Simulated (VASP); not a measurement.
# Re (P6_3/mmc) in VASP: single point with PBE

Aim: the single point of Re with PBE.

All numbers are computed with VASP 6.6.1; they aren't measurements. Logs are shortened: lines on timing, memory, paths and dates and some standing lists are left out, and cuts for length are marked.

### Step 1. The cell of the first run

The structure is hexagonal, space group P6_3/mmc (No. 194). Conventional cell: a = 2.697 Å, b = 2.697 Å, c = 4.732 Å, α = 90.00°, β = 90.00°, γ = 120.00°. Re (site symmetry -6m2) has 12 Re at 2.70 to 2.83 Å within 3.6 Å.

### Step 2. Single point, PBE (Ta replaced by Re, lengths x 0.933, strained)

INCAR

```
SYSTEM = Re
ALGO = Normal
EDIFF = 1E-6
ENCUT = 600
GGA = PE
GGA_COMPAT = .FALSE.
ISIF = 2
ISMEAR = 0
LASPH = .TRUE.
LCHARG = .TRUE.
LELF = .TRUE.
LREAL = .FALSE.
LVHAR = .TRUE.
LWAVE = .FALSE.
NBANDS = 14
NELM = 120
PREC = Accurate
SIGMA = 0.1
```

KPOINTS

```
k-points
0
G
  9 9 4
  0 0 0
```

POSCAR

```
Re
1.0
    2.6970012586      0.0000000000      0.0000000000
   -1.3485006293      2.3356716040      0.0000000000
    0.0000000000      0.0000000000      4.7317232558
Re
2
Direct
    0.6666666700      0.3333333300      0.7500000000
    0.3333333300      0.6666666700      0.2500000000
```

Potentials or basis: VASP PAW PBE potentials, release 64 (Re).

The run is started by

```bash
$ cat potpaw_PBE.64/Re/POTCAR > POTCAR
$ mpirun -np 1 vasp_std > vasp.out
```

OUTCAR:

```text
SYSTEM = Re
   EDIFF = 1E-6
   ENCUT = 600
   GGA = PE
   ISIF = 2
   ISMEAR = 0
   LASPH = .TRUE.
   LREAL = .FALSE.
   NELM = 120
   PREC = Accurate

 ion  position               nearest neighbor table
   1  0.667  0.333  0.750-   2 2.83   2 2.83   2 2.83   2 2.83   2 2.83   2 2.83
   2  0.333  0.667  0.250-   1 2.83   1 2.83   1 2.83   1 2.83   1 2.83   1 2.83

  LATTYP: Found a hexagonal cell.
 ALAT       =     2.6970012586
 C/A-ratio  =     1.7544386532

  Lattice vectors:

 A1 = (   2.6970012586,   0.0000000000,   0.0000000000)
 A2 = (  -1.3485006293,   2.3356716040,   0.0000000000)
 A3 = (   0.0000000000,   0.0000000000,   4.7317232558)

Analysis of symmetry for initial positions (statically):
=====================================================================
 Subroutine PRICEL returns:
 Original cell was already a primitive cell.

 Routine SETGRP: Setting up the symmetry group for a
 hexagonal supercell.

 Subroutine GETGRP returns: Found 24 space group operations
 (whereof 12 operations were pure point group operations)
 out of a pool of 24 trial point group operations.

The static configuration has the point symmetry D_3d.
 The point group associated with its full space group is D_6h.

Analysis of symmetry for dynamics (positions and initial velocities):
=====================================================================
 Subroutine PRICEL returns:
 Original cell was already a primitive cell.

 Routine SETGRP: Setting up the symmetry group for a
 hexagonal supercell.

 Subroutine GETGRP returns: Found 24 space group operations
 (whereof 12 operations were pure point group operations)
 out of a pool of 24 trial point group operations.

The dynamic configuration has the point symmetry D_3d.
 The point group associated with its full space group is D_6h.

 Subroutine INISYM returns: Found 24 space group operations
 (whereof 12 operations are pure point group operations),
 and found     1 'primitive' translations

----------------------------------------------------------------------------------------

                                     Primitive cell

  volume of cell :      29.8066

  direct lattice vectors                    reciprocal lattice vectors
     2.697001259  0.000000000  0.000000000     0.370782178  0.214071190  0.000000000
    -1.348500629  2.335671604  0.000000000     0.000000000  0.428142380  0.000000000
     0.000000000  0.000000000  4.731723256     0.000000000  0.000000000  0.211339494

  length of vectors
     2.697001259  2.697001259  4.731723256     0.428142380  0.428142380  0.211339494

  position of ions in fractional coordinates (direct lattice)
     0.666666670  0.333333330  0.750000000
     0.333333330  0.666666670  0.250000000

  ion indices of the primitive-cell ions
   primitive index   ion index
                 1           1
                 2           2

----------------------------------------------------------------------------------------

 KPOINTS: k-points

Automatic generation of k-mesh.
 Grid dimensions read from file:
 generate k-points for:    9    9    4

 Generating k-lattice:

  Cartesian coordinates                     Fractional coordinates (reciprocal lattice)
     0.041198020  0.023785688  0.000000000     0.111111111  0.000000000  0.000000000
     0.000000000  0.047571376  0.000000000     0.000000000  0.111111111  0.000000000
     0.000000000  0.000000000  0.052834874     0.000000000  0.000000000  0.250000000

  Length of vectors
     0.047571376  0.047571376  0.052834874

  Shift w.r.t. Gamma in fractional coordinates (k-lattice)
     0.000000000  0.000000000  0.000000000

 Subroutine IBZKPT returns following result:
 ===========================================

 Found     36 irreducible k-points:

 Following reciprocal coordinates:
            Coordinates               Weight
  0.000000  0.000000  0.000000      1.000000
  0.111111  0.000000  0.000000      6.000000
  0.222222  0.000000  0.000000      6.000000
  0.333333  0.000000  0.000000      6.000000
  0.444444  0.000000  0.000000      6.000000
  0.111111  0.111111  0.000000      6.000000
[... 16 lines left out ...]
  0.333333  0.222222  0.250000     24.000000
  0.333333  0.333333  0.250000      4.000000
 [... further k-points ...]
   k-points           NKPTS =     36   k-points in BZ     NKDIM =     36   number of bands    NBANDS=     14
   number of dos      NEDOS =    301   number of ions     NIONS =      2
   total plane-waves  NPLWV =  23040
   dimension x,y,z NGX =    24 NGY =   24 NGZ =   40
   dimension x,y,z NGXF=    48 NGYF=   48 NGZF=   80
   ions per type =               2
   NGX,Y,Z   is equivalent  to a cutoff of  14.79, 14.79, 14.05 a.u.
   NGXF,Y,Z  is equivalent  to a cutoff of  29.59, 29.59, 28.11 a.u.
 SYSTEM =  Re
   PREC   = accura    normal or accurate (medium, high low for compatibility)
   ISTART =      0    job   : 0-new  1-cont  2-samecut
   ICHARG =      2    charge: 1-file 2-atom 10-const
   ISPIN  =      1    spin polarized calculation?
   LNONCOLLINEAR =      F non collinear calculations
   LSORBIT =      F    spin-orbit coupling
   LASPH  =      T    aspherical Exc in radial PAW
   ENCUT  =  600.0 eV  44.10 Ry    6.64 a.u.   5.39  5.39  9.45*2*pi/ulx,y,z
   NELM   =    120;   NELMIN=  2; NELMDL= -5     # of ELM steps
   EDIFF  = 0.1E-05   stopping-criterion for ELM
   LREAL  =      F    real-space projection
   EDIFFG = 0.1E-04   stopping-criterion for IOM
   NSW    =      0    number of steps for IOM
   IBRION =     -1    ionic relax: 0-MD 1-quasi-New 2-CG
   NFREE  =      0    steps in history (QN), initial steepest desc. (CG)
   ISIF   =      2    stress and relaxation
   ISYM   =      2    0-nonsym 1-usesym 2-fastsym
   POTIM  = 0.5000    time-step for ionic-motion
   TEBEG  =    0.0;   TEEND  =   0.0 temperature during run
   PSTRESS=    0.0 pullay stress
   NELECT =      14.0000    total number of electrons
   NUPDOWN=      -1.0000    fix difference up-down
   EMIN   =  10.00;   EMAX   =-10.00  energy-range for DOS
   EFERMI =   0.00;   METHOD = LEGACY
   ISMEAR =     0;   SIGMA  =   0.10  broadening in eV -4-tet -1-fermi 0-gaus
   EFERMI_NEDOS =   21; number of points for ismear=-14 and -15
   IALGO  =     38    algorithm
   IMIX   =      4    mixing-type and parameters
     AMIX     =   0.40;   BMIX     =  1.00
     AMIX_MAG =   1.60;   BMIX_MAG =  1.00
  volume/ion in A,a.u.               =      14.90       100.57
  Fermi-wavevector in a.u.,A,eV,Ry     =   1.272565  2.404800 22.033581  1.619423
  Thomas-Fermi vector in A             =   2.405437
   LORBIT       =      0    0 simple, 1 ext, 2 COOP (PROOUT), +10 PAW based schemes
   GGA     = PE    functional components
   LHFCALC =     F    Hartree Fock is set to
   AEXX    =    0.0000 exact exchange contribution
   IVDW    =     0    specifies the selected vdW correction
   LEPSILON=     F    determine dielectric tensor
   LRPA    =     F    only Hartree local field effects (RPA)
 non-spin polarized calculation
 Gauss-broadening in eV      SIGMA  =   0.10
  energy-cutoff  :      600.00
  volume of cell :       29.81
 maximum number of plane-waves:      1027
 NGX is ok and might be reduce to    24
   NGX = 11   NGY = 11   NGZ = 19

 number of electron      14.0000001 magnetization

 Free energy of the ion-electron system (eV)
  ---------------------------------------------------
  ext. energy  EPLUGINS =         0.00000000
  ---------------------------------------------------
  free energy    TOTEN  =       -24.67075689 eV

  energy without entropy =      -24.65962714  energy(sigma->0) =      -24.66519202

 E-fermi :   7.8933     XC(G=0): -13.6534

 val. band max:        7.8862518407   @ k =   0.3333   0.2222   0.5000
 cond. band min:       7.9141926773   @ k =   0.4444   0.1111   0.2500
 fundamental gap:      0.0279408367
 Fermi energy:         7.8932848540

 k-point     1 :       0.0000    0.0000    0.0000
  band No.  band energies     occupation
      1      -2.0418      2.00000
      2       1.0371      2.00000
      3       5.2311      2.00000
      4       6.3296      2.00000
      5       6.3296      2.00000
      6       6.9304      2.00000
      7       6.9304      2.00000
      8       7.4598      2.00000
      9       8.6796      0.00000
     10       8.6796      0.00000
     11      11.1048      0.00000
     12      11.1048      0.00000
     13      16.5474      0.00000
     14      22.3808      0.00000

 k-point     2 :       0.1111    0.0000    0.0000
  band No.  band energies     occupation
      1      -1.5186      2.00000
      2       1.5649      2.00000
      3       5.2042      2.00000
      4       6.1846      2.00000
      5       6.3508      2.00000
      6       6.5857      2.00000
      7       6.8264      2.00000
      8       7.4105      2.00000
      9       8.1389      0.00051
     10       8.3135      0.00000
     11      11.2651      0.00000
     12      12.5605      0.00000
     13      16.4406      0.00000
     14      23.5073      0.00000

 k-point     3 :       0.2222    0.0000    0.0000
  band No.  band energies     occupation
      1      -0.1673      2.00000
      2       2.5630      2.00000
      3       4.6201      2.00000
      4       4.9243      2.00000
      5       5.5888      2.00000
      6       7.1853      2.00000
      7       7.2969      2.00000
      8       7.5876      1.99998
      9       8.2408      0.00000
     10       8.7630      0.00000
     11      11.4744      0.00000
     12      14.9830      0.00000
     13      16.0541      0.00000
     14      24.0278      0.00000
[... 324 lines left out ...]
 k-point    23 :       0.3333    0.2222    0.2500
  band No.  band energies     occupation
      1       2.5158      2.00000
      2       3.5378      2.00000
      3       3.6869      2.00000
      4       4.4799      2.00000
      5       5.2280      2.00000
      6       6.2769      2.00000
      7       7.3603      2.00000
      8       9.2155      0.00000
      9      10.0560      0.00000
     10      11.7510      0.00000
     11      14.9999      0.00000
     12      16.0960      0.00000
     13      18.1396      0.00000
     14      18.8773      0.00000

 k-point    24 :       0.3333    0.3333    0.2500
  band No.  band energies     occupation
      1       3.2678      2.00000
      2       3.7069      2.00000
      3       3.7069      2.00000
      4       4.6012      2.00000
      5       5.5592      2.00000
      6       5.5592      2.00000
      7       7.2963      2.00000
      8       8.9597      0.00000
      9      10.7405      0.00000
     10      10.7405      0.00000
     11      15.5635      0.00000
     12      15.5635      0.00000
     13      18.0961      0.00000
     14      20.6326      0.00000

 [... further k-points ...]
[... 5 lines left out ...]
  --------------------------------------------------------------------------------------
  -------------------------------------------------------------------------------------
  Total        2.8789647      2.8789647     -3.9454363      0.0000000     -0.0000000      0.0000000
  in kB      154.7514226    154.7514226   -212.0768945      0.0000000     -0.0000000      0.0000000
  external PRESSURE =      32.4753169 kB  Pullay stress =       0.0000000 kB

 VOLUME and BASIS-vectors are now :
 -----------------------------------------------------------------------------
  energy-cutoff  :      600.00
  volume of cell :       29.81
      direct lattice vectors                 reciprocal lattice vectors
     2.697001259  0.000000000  0.000000000     0.370782178  0.214071190  0.000000000
    -1.348500629  2.335671604  0.000000000     0.000000000  0.428142380  0.000000000
     0.000000000  0.000000000  4.731723256     0.000000000  0.000000000  0.211339494

 POSITION                                       TOTAL-FORCE (eV/Angst)
 -----------------------------------------------------------------------------------
      1.34850      0.77856      3.54879        -0.000000      0.000000      0.000000
     -0.00000      1.55711      1.18293         0.000000     -0.000000      0.000000
 -----------------------------------------------------------------------------------
    total drift:                               -0.000000      0.000000     -0.000000

  FREE ENERGIE OF THE ION-ELECTRON SYSTEM (eV)
  ---------------------------------------------------
  free  energy   TOTEN  =       -24.6707568948 eV

  energy  without entropy=      -24.6596271359  energy(sigma->0) =      -24.66519202
```

It took 33 s on 1 thread of Intel Xeon 8259CL, shared host; peak memory 0.17 GiB.

Results:

- Free energy: -24.6708 eV
- Pressure: 3.2 GPa
- Band gap on the k mesh: zero (band 7 reaches 9.10 eV, above the bottom of band 8 at 6.35 eV)

Caveat: the cell differs from its parent crystal (Ta replaced by Re, lengths x 0.933, strained); spin-orbit coupling is left out, which moves the levels of the heavy elements.
